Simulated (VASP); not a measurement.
# MgO (Fm-3m) in VASP: notebook

The runs below take MgO through single point, with LDA.

Program: VASP 6.6.1. These are calculated values, not measurements. Logs are shortened: lines on timing, memory, paths and dates and some standing lists are left out, and cuts for length are marked.

**Measured values to compare with.**

“Electronic structure of alkaline earth and post-transition metal oxides”, 2009, arxiv:0908.1581 quotes, for a bulk crystal of MgO: band gap 7.83 eV.

The results are compared with them further down.

## 1. The cell of the first run

The structure is cubic, space group Fm-3m (No. 225). Conventional cell: a = 4.163 Å, b = 4.163 Å, c = 4.163 Å, α = 90.00°, β = 90.00°, γ = 90.00°. Mg (site symmetry m-3m) has 6 O at 2.08 Å within 2.8 Å. O (site symmetry m-3m) has 6 Mg at 2.08 Å within 2.8 Å.

## 2. Single point, LDA

INCAR reads:

```
  PREC = Accurate
  ENCUT = 840
  EDIFF = 1E-6
  ISMEAR = 0
  SIGMA = 0.1
  LREAL = F
  LASPH = T
  NELM = 120
  ALGO = Normal
  ISIF = 2
  LWAVE = F
  LCHARG = F
  GGA = CA
  NBANDS = 15
  GGA_COMPAT = F
```

KPOINTS reads:

```
regular mesh
0
Gamma
  8 8 8
```

POSCAR reads:

```
MgO
1.0
    0.0000000000      2.0816499862      2.0816499862
    2.0816499862      0.0000000000      2.0816499862
    2.0816499862      2.0816499862      0.0000000000
Mg O
1 1
Direct
    0.0000000000      0.0000000000      0.0000000000
    0.5000000000      0.5000000000      0.5000000000
```

Potentials or basis: VASP PAW LDA potentials, release 64 (Mg_sv, O).

Launch:

```sh
$ cat potpaw_LDA.64/Mg_sv/POTCAR potpaw_LDA.64/O/POTCAR > POTCAR
$ mpirun -np 1 vasp_std > vasp.out
```

OUTCAR:

```text
PREC = Accurate
   ENCUT = 840
   EDIFF = 1E-6
   ISMEAR = 0
   LREAL = F
   LASPH = T
   NELM = 120
   ISIF = 2
   GGA = CA

 ion  position               nearest neighbor table
   1  0.000  0.000  0.000-   2 2.08   2 2.08   2 2.08   2 2.08   2 2.08   2 2.08
   2  0.500  0.500  0.500-   1 2.08   1 2.08   1 2.08   1 2.08   1 2.08   1 2.08

  LATTYP: Found a face centered cubic cell.
 ALAT       =     4.1632999724

  Lattice vectors:

 A1 = (   0.0000000000,   2.0816499862,   2.0816499862)
 A2 = (   2.0816499862,   0.0000000000,   2.0816499862)
 A3 = (   2.0816499862,   2.0816499862,   0.0000000000)

Analysis of symmetry for initial positions (statically):
=====================================================================
 Subroutine PRICEL returns:
 Original cell was already a primitive cell.

 Routine SETGRP: Setting up the symmetry group for a
 face centered cubic supercell.

 Subroutine GETGRP returns: Found 48 space group operations
 (whereof 48 operations were pure point group operations)
 out of a pool of 48 trial point group operations.

The static configuration has the point symmetry O_h .

Analysis of symmetry for dynamics (positions and initial velocities):
=====================================================================
 Subroutine PRICEL returns:
 Original cell was already a primitive cell.

 Routine SETGRP: Setting up the symmetry group for a
 face centered cubic supercell.

 Subroutine GETGRP returns: Found 48 space group operations
 (whereof 48 operations were pure point group operations)
 out of a pool of 48 trial point group operations.

The dynamic configuration has the point symmetry O_h .

 Subroutine INISYM returns: Found 48 space group operations
 (whereof 48 operations are pure point group operations),
 and found     1 'primitive' translations

----------------------------------------------------------------------------------------

                                     Primitive cell

  volume of cell :      18.0407

  direct lattice vectors                    reciprocal lattice vectors
     0.000000000  2.081649986  2.081649986    -0.240194078  0.240194078  0.240194078
     2.081649986  0.000000000  2.081649986     0.240194078 -0.240194078  0.240194078
     2.081649986  2.081649986  0.000000000     0.240194078  0.240194078 -0.240194078

  length of vectors
     2.943897643  2.943897643  2.943897643     0.416028347  0.416028347  0.416028347

  position of ions in fractional coordinates (direct lattice)
     0.000000000  0.000000000  0.000000000
     0.500000000  0.500000000  0.500000000

  ion indices of the primitive-cell ions
   primitive index   ion index
[... 87 lines left out ...]
   EMIN   =  10.00;   EMAX   =-10.00  energy-range for DOS
   EFERMI =   0.00;   METHOD = LEGACY
   ISMEAR =     0;   SIGMA  =   0.10  broadening in eV -4-tet -1-fermi 0-gaus
   EFERMI_NEDOS =   21; number of points for ismear=-14 and -15
   IALGO  =     38    algorithm
   IMIX   =      4    mixing-type and parameters
     AMIX     =   0.40;   BMIX     =  1.00
     AMIX_MAG =   1.60;   BMIX_MAG =  1.00
  volume/ion in A,a.u.               =       9.02        60.87
  Fermi-wavevector in a.u.,A,eV,Ry     =   1.572886  2.972323 33.660390  2.473969
  Thomas-Fermi vector in A             =   2.674253
   LORBIT       =      0    0 simple, 1 ext, 2 COOP (PROOUT), +10 PAW based schemes
   GGA     = CA    functional components
   LHFCALC =     F    Hartree Fock is set to
   AEXX    =    0.0000 exact exchange contribution
   IVDW    =     0    specifies the selected vdW correction
   LEPSILON=     F    determine dielectric tensor
   LRPA    =     F    only Hartree local field effects (RPA)
 non-spin polarized calculation
 Gauss-broadening in eV      SIGMA  =   0.10
  energy-cutoff  :      840.00
  volume of cell :       18.04
 maximum number of plane-waves:      1012
   NGX = 13   NGY = 13   NGZ = 13

 number of electron      15.9999996 magnetization

 Free energy of the ion-electron system (eV)
  ---------------------------------------------------
  ext. energy  EPLUGINS =         0.00000000
  ---------------------------------------------------
  free energy    TOTEN  =       -13.23366566 eV

  energy without entropy =      -13.23366566  energy(sigma->0) =      -13.23366566

 E-fermi :   3.5525     XC(G=0): -12.1150

 val. band max:        2.8380250910   @ k =   0.0000   0.0000   0.0000
 cond. band min:       7.8530328641   @ k =   0.0000   0.0000   0.0000
 fundamental gap:      5.0150077730
 Fermi energy:         3.5525364456

 k-point     1 :       0.0000    0.0000    0.0000
  band No.  band energies     occupation
      1     -68.3857      2.00000
      2     -35.8425      2.00000
      3     -35.8425      2.00000
      4     -35.8425      2.00000
      5     -14.3318      2.00000
      6       2.8380      2.00000
      7       2.8380      2.00000
      8       2.8380      2.00000
      9       7.8530      0.00000
     10      18.5577      0.00000
     11      18.5577      0.00000
     12      18.5577      0.00000
     13      22.6783      0.00000
     14      24.3547      0.00000
[... 401 lines left out ...]
      2     -35.9306      2.00000
      3     -35.8786      2.00000
      4     -35.8617      2.00000
      5     -12.7031      2.00000
      6      -1.3626      2.00000
      7       0.7956      2.00000
      8       1.7840      2.00000
      9      12.5887      0.00000
     10      15.1707      0.00000
     11      16.4369      0.00000
     12      19.8611      0.00000
     13      23.5036      0.00000
     14      25.0479      0.00000
     15      29.2066      0.00000

 [... further k-points ...]

------------------------ aborting loop because EDIFF is reached ----------------------------------------

  FORCE on cell =-STRESS in cart. coord.  units (eV):
  Direction    XX          YY          ZZ          XY          YZ          ZX
  --------------------------------------------------------------------------------------
  -------------------------------------------------------------------------------------
  Total        0.0116771      0.0116771      0.0116771     -0.0000000     -0.0000000      0.0000000
  in kB        1.0370287      1.0370287      1.0370287     -0.0000000     -0.0000000      0.0000000
  external PRESSURE =       1.0370287 kB  Pullay stress =       0.0000000 kB

 VOLUME and BASIS-vectors are now :
 -----------------------------------------------------------------------------
  energy-cutoff  :      840.00
  volume of cell :       18.04
      direct lattice vectors                 reciprocal lattice vectors
     0.000000000  2.081649986  2.081649986    -0.240194078  0.240194078  0.240194078
     2.081649986  0.000000000  2.081649986     0.240194078 -0.240194078  0.240194078
     2.081649986  2.081649986  0.000000000     0.240194078  0.240194078 -0.240194078

 POSITION                                       TOTAL-FORCE (eV/Angst)
 -----------------------------------------------------------------------------------
      0.00000      0.00000      0.00000         0.000000      0.000000     -0.000000
      2.08165      2.08165      2.08165         0.000000     -0.000000      0.000000
 -----------------------------------------------------------------------------------
    total drift:                                0.000000      0.000000      0.000000

  FREE ENERGIE OF THE ION-ELECTRON SYSTEM (eV)
  ---------------------------------------------------
  free  energy   TOTEN  =       -13.2336656630 eV

  energy  without entropy=      -13.2336656630  energy(sigma->0) =      -13.23366566
```

stdout:

```text
POSCAR found type information on POSCAR MgO
 POSCAR found :  2 types and       2 ions
 scaLAPACK will be used
 LDA part: xc-table for (Slater(with rela. corr.)+CA(PZ))
 , standard interpolation
 POSCAR, INCAR and KPOINTS ok, starting setup
 FFT: planning ... GRIDC
 FFT: planning ... GRID_SOFT
 FFT: planning ... GRID
 WAVECAR not read
 entering main loop
```

Run time: 6.9 s. Hardware: 1 thread of AMD EPYC 9R45 (Zen 5), shared host; peak memory 0.11 GiB.

Results:

```
Free energy            : -13.2337 eV
Pressure               : 0.1 GPa
Band gap on the k mesh : 5.01 eV
```

## 3. Single point, LDA

INCAR reads:

```
SYSTEM = MgO
PREC = Accurate ; ENCUT = 840
EDIFF = 1E-6 ; ISMEAR = 0
SIGMA = 0.02 ; LREAL = .FALSE.
LASPH = .TRUE. ; NELM = 120
ALGO = Normal ; ISIF = 2
LWAVE = .FALSE. ; LCHARG = .TRUE.
GGA = CA ; LELF = .TRUE.
LVHAR = .TRUE. ; NBANDS = 15
GGA_COMPAT = .FALSE.
```

KPOINTS reads:

```
Automatic mesh
0
G
  10 10 10
  0 0 0
```

POSCAR reads:

```
MgO
1.0
    0.0000000000      2.0803454589      2.0803454589
    2.0803454589      0.0000000000      2.0803454589
    2.0803454589      2.0803454589      0.0000000000
Mg O
1 1
Direct
    0.0000000000      0.0000000000      0.0000000000
    0.5000000000      0.5000000000      0.5000000000
```

Potentials or basis: VASP PAW LDA potentials, release 64 (Mg_sv, O).

Launch:

```sh
$ cat potpaw_LDA.64/Mg_sv/POTCAR potpaw_LDA.64/O/POTCAR > POTCAR
$ mpirun -np 1 vasp_std > vasp.out
```

OUTCAR:

```text
SYSTEM = MgO
   PREC = Accurate
   ENCUT = 840
   EDIFF = 1E-6
   ISMEAR = 0
   LREAL = .FALSE.
   LASPH = .TRUE.
   NELM = 120
   ISIF = 2
   GGA = CA

 ion  position               nearest neighbor table
   1  0.000  0.000  0.000-   2 2.08   2 2.08   2 2.08   2 2.08   2 2.08   2 2.08
   2  0.500  0.500  0.500-   1 2.08   1 2.08   1 2.08   1 2.08   1 2.08   1 2.08

  LATTYP: Found a face centered cubic cell.
 ALAT       =     4.1606909178

  Lattice vectors:

 A1 = (   0.0000000000,   2.0803454589,   2.0803454589)
 A2 = (   2.0803454589,   0.0000000000,   2.0803454589)
 A3 = (   2.0803454589,   2.0803454589,   0.0000000000)

Analysis of symmetry for initial positions (statically):
=====================================================================
 Subroutine PRICEL returns:
 Original cell was already a primitive cell.

 Routine SETGRP: Setting up the symmetry group for a
 face centered cubic supercell.

 Subroutine GETGRP returns: Found 48 space group operations
 (whereof 48 operations were pure point group operations)
 out of a pool of 48 trial point group operations.

The static configuration has the point symmetry O_h .

Analysis of symmetry for dynamics (positions and initial velocities):
=====================================================================
 Subroutine PRICEL returns:
 Original cell was already a primitive cell.

 Routine SETGRP: Setting up the symmetry group for a
 face centered cubic supercell.

 Subroutine GETGRP returns: Found 48 space group operations
 (whereof 48 operations were pure point group operations)
 out of a pool of 48 trial point group operations.

The dynamic configuration has the point symmetry O_h .

 Subroutine INISYM returns: Found 48 space group operations
 (whereof 48 operations are pure point group operations),
 and found     1 'primitive' translations

----------------------------------------------------------------------------------------

                                     Primitive cell

  volume of cell :      18.0068

  direct lattice vectors                    reciprocal lattice vectors
     0.000000000  2.080345459  2.080345459    -0.240344697  0.240344697  0.240344697
     2.080345459  0.000000000  2.080345459     0.240344697 -0.240344697  0.240344697
     2.080345459  2.080345459  0.000000000     0.240344697  0.240344697 -0.240344697

  length of vectors
     2.942052762  2.942052762  2.942052762     0.416289227  0.416289227  0.416289227

  position of ions in fractional coordinates (direct lattice)
     0.000000000  0.000000000  0.000000000
     0.500000000  0.500000000  0.500000000

  ion indices of the primitive-cell ions
   primitive index   ion index
                 1           1
                 2           2

----------------------------------------------------------------------------------------

 KPOINTS: Automatic mesh

Automatic generation of k-mesh.
 Grid dimensions read from file:
 generate k-points for:   10   10   10

 Generating k-lattice:

  Cartesian coordinates                     Fractional coordinates (reciprocal lattice)
    -0.024034470  0.024034470  0.024034470     0.100000000  0.000000000  0.000000000
     0.024034470 -0.024034470  0.024034470     0.000000000  0.100000000  0.000000000
     0.024034470  0.024034470 -0.024034470     0.000000000  0.000000000  0.100000000

  Length of vectors
     0.041628923  0.041628923  0.041628923

  Shift w.r.t. Gamma in fractional coordinates (k-lattice)
     0.000000000  0.000000000  0.000000000
[... 37 lines left out ...]
   dimension x,y,z NGXF=    56 NGYF=   56 NGZF=   56
   ions per type =               1   1
   NGX,Y,Z   is equivalent  to a cutoff of  15.82, 15.82, 15.82 a.u.
   NGXF,Y,Z  is equivalent  to a cutoff of  31.64, 31.64, 31.64 a.u.
 SYSTEM =  MgO
   PREC   = accura    normal or accurate (medium, high low for compatibility)
   ISTART =      0    job   : 0-new  1-cont  2-samecut
   ICHARG =      2    charge: 1-file 2-atom 10-const
   ISPIN  =      1    spin polarized calculation?
   LNONCOLLINEAR =      F non collinear calculations
   LSORBIT =      F    spin-orbit coupling
   LASPH  =      T    aspherical Exc in radial PAW
   ENCUT  =  840.0 eV  61.74 Ry    7.86 a.u.   6.95  6.95  6.95*2*pi/ulx,y,z
   NELM   =    120;   NELMIN=  2; NELMDL= -5     # of ELM steps
   EDIFF  = 0.1E-05   stopping-criterion for ELM
   LREAL  =      F    real-space projection
   EDIFFG = 0.1E-04   stopping-criterion for IOM
   NSW    =      0    number of steps for IOM
   IBRION =     -1    ionic relax: 0-MD 1-quasi-New 2-CG
   NFREE  =      0    steps in history (QN), initial steepest desc. (CG)
   ISIF   =      2    stress and relaxation
   ISYM   =      2    0-nonsym 1-usesym 2-fastsym
   POTIM  = 0.5000    time-step for ionic-motion
   TEBEG  =    0.0;   TEEND  =   0.0 temperature during run
   PSTRESS=    0.0 pullay stress
   NELECT =      16.0000    total number of electrons
   NUPDOWN=      -1.0000    fix difference up-down
   EMIN   =  10.00;   EMAX   =-10.00  energy-range for DOS
   EFERMI =   0.00;   METHOD = LEGACY
   ISMEAR =     0;   SIGMA  =   0.02  broadening in eV -4-tet -1-fermi 0-gaus
   EFERMI_NEDOS =   21; number of points for ismear=-14 and -15
   IALGO  =     38    algorithm
   IMIX   =      4    mixing-type and parameters
     AMIX     =   0.40;   BMIX     =  1.00
     AMIX_MAG =   1.60;   BMIX_MAG =  1.00
  volume/ion in A,a.u.               =       9.00        60.76
  Fermi-wavevector in a.u.,A,eV,Ry     =   1.573872  2.974187 33.702619  2.477073
  Thomas-Fermi vector in A             =   2.675091
   LORBIT       =      0    0 simple, 1 ext, 2 COOP (PROOUT), +10 PAW based schemes
   GGA     = CA    functional components
   LHFCALC =     F    Hartree Fock is set to
   AEXX    =    0.0000 exact exchange contribution
   IVDW    =     0    specifies the selected vdW correction
   LEPSILON=     F    determine dielectric tensor
   LRPA    =     F    only Hartree local field effects (RPA)
 non-spin polarized calculation
 Gauss-broadening in eV      SIGMA  =   0.02
  energy-cutoff  :      840.00
  volume of cell :       18.01
 maximum number of plane-waves:      1010
   NGX = 13   NGY = 13   NGZ = 13

 number of electron      15.9999996 magnetization

 Free energy of the ion-electron system (eV)
  ---------------------------------------------------
  ext. energy  EPLUGINS =         0.00000000
  ---------------------------------------------------
  free energy    TOTEN  =       -13.23348969 eV

  energy without entropy =      -13.23348969  energy(sigma->0) =      -13.23348969

 E-fermi :   3.0532     XC(G=0): -12.1249

 val. band max:        2.8521926864   @ k =   0.0000   0.0000   0.0000
 cond. band min:       7.8863044085   @ k =   0.0000   0.0000   0.0000
 fundamental gap:      5.0341117221
 Fermi energy:         3.0531689880

 k-point     1 :       0.0000    0.0000    0.0000
  band No.  band energies     occupation
      1     -68.3656      2.00000
      2     -35.8222      2.00000
      3     -35.8222      2.00000
      4     -35.8222      2.00000
      5     -14.3278      2.00000
      6       2.8522      2.00000
      7       2.8522      2.00000
      8       2.8522      2.00000
      9       7.8863      0.00000
     10      18.5820      0.00000
     11      18.5820      0.00000
     12      18.5820      0.00000
     13      22.7077      0.00000
     14      24.3863      0.00000
[... 401 lines left out ...]
      2     -35.8965      2.00000
      3     -35.8518      2.00000
      4     -35.8488      2.00000
      5     -12.9370      2.00000
      6      -0.8816      2.00000
      7       1.4752      2.00000
      8       1.7084      2.00000
      9      12.5608      0.00000
     10      12.9904      0.00000
     11      16.5827      0.00000
     12      21.2039      0.00000
     13      21.4209      0.00000
     14      27.8660      0.00000
     15      30.2948      0.00000

 [... further k-points ...]

------------------------ aborting loop because EDIFF is reached ----------------------------------------

  FORCE on cell =-STRESS in cart. coord.  units (eV):
  Direction    XX          YY          ZZ          XY          YZ          ZX
  --------------------------------------------------------------------------------------
  -------------------------------------------------------------------------------------
  Total        0.0479576      0.0479576      0.0479576      0.0000000      0.0000000      0.0000000
  in kB        4.2670908      4.2670908      4.2670908      0.0000000      0.0000000      0.0000000
  external PRESSURE =       4.2670908 kB  Pullay stress =       0.0000000 kB

 VOLUME and BASIS-vectors are now :
 -----------------------------------------------------------------------------
  energy-cutoff  :      840.00
  volume of cell :       18.01
      direct lattice vectors                 reciprocal lattice vectors
     0.000000000  2.080345459  2.080345459    -0.240344697  0.240344697  0.240344697
     2.080345459  0.000000000  2.080345459     0.240344697 -0.240344697  0.240344697
     2.080345459  2.080345459  0.000000000     0.240344697  0.240344697 -0.240344697

 POSITION                                       TOTAL-FORCE (eV/Angst)
 -----------------------------------------------------------------------------------
      0.00000      0.00000      0.00000        -0.000000     -0.000000     -0.000000
      2.08035      2.08035      2.08035         0.000000      0.000000      0.000000
 -----------------------------------------------------------------------------------
    total drift:                                0.000000      0.000000      0.000000

  FREE ENERGIE OF THE ION-ELECTRON SYSTEM (eV)
  ---------------------------------------------------
  free  energy   TOTEN  =       -13.2334896854 eV

  energy  without entropy=      -13.2334896854  energy(sigma->0) =      -13.23348969
```

It took 13 s on 1 thread of AMD EPYC 9R45 (Zen 5), shared host; peak memory 0.12 GiB.

What came out:

| Quantity | Value |
| --- | --- |
| Free energy | -13.2335 eV |
| Pressure | 0.4 GPa |
| Band gap on the k mesh | 5.03 eV |

## 4. Comparison with measurements

Step 2. Measured gap of MgO: 7.83 eV (quoted in “Electronic structure of alkaline earth and post-transition metal oxides”, 2009, arxiv:0908.1581). This calculation gives 5.01 eV (-2.82 eV). The value is that of LDA, without temperature or zero-point motion. Semilocal functionals fall short of measured gaps as a rule.

Step 3. Measured gap of MgO: 7.83 eV (quoted in “Electronic structure of alkaline earth and post-transition metal oxides”, 2009, arxiv:0908.1581). This calculation gives 5.03 eV (-2.80 eV). The value is that of LDA, without temperature or zero-point motion. Semilocal functionals fall short of measured gaps as a rule.
